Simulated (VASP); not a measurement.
Here is a VASP 6.6.1 calculation.

File INCAR:

```
SYSTEM = TiO2
PREC = Accurate
ENCUT = 520
EDIFF = 1E-7
ISMEAR = 0
SIGMA = 0.01
LREAL = .False.
LASPH = .True.
NELM = 80
ALGO = Normal
ISIF = 2
LWAVE = .False.
LCHARG = .False.
GGA = CA
IBRION = 2
NSW = 80
EDIFFG = -0.002
```

Contents of KPOINTS:

```
Automatic mesh
0
Gamma
  6 6 9
  0 0 0
```

File POSCAR:

```
TiO2
1.0
    4.5922000000      0.0000000000      0.0000000000
    0.0000000000      4.5922000000      0.0000000000
    0.0000000000      0.0000000000      2.9574000000
Ti O
2 4
Direct
    0.0000000000      0.0000000000      0.0000000000
    0.5000000000      0.5000000000      0.5000000000
    0.3049600000      0.3049600000      0.0000000000
    0.1950400000      0.8049600000      0.5000000000
    0.6950400000      0.6950400000      0.0000000000
    0.8049600000      0.1950400000      0.5000000000
```

Potentials or basis: VASP PAW LDA potentials, release 64 (Ti_sv, O).

Command:

```bash
$ cat potpaw_LDA.64/Ti_sv/POTCAR potpaw_LDA.64/O/POTCAR > POTCAR
$ mpirun -np 1 vasp_std > vasp.out
```

Problem. Predict the energy gained by relaxing.

Solution. 0.0 meV/atom.

Problem. What does it give for the band gap on the k mesh?

Solution. 1.78 eV.

Final structure:
```yaml
crystal:
  lattice:
    - [4.59220, 0.00000, 0.00000]
    - [0.00000, 4.59220, 0.00000]
    - [0.00000, 0.00000, 2.95740]
  atoms:
    - { symbol: Ti, position: [0.00000, 0.00000, 0.00000] }
    - { symbol: Ti, position: [0.50000, 0.50000, 0.50000] }
    - { symbol: O, position: [0.30493, 0.30493, 0.00000] }
    - { symbol: O, position: [0.19507, 0.80493, 0.50000] }
    - { symbol: O, position: [0.69507, 0.69507, 0.00000] }
    - { symbol: O, position: [0.80493, 0.19507, 0.50000] }
```

A k mesh can miss the band edges.
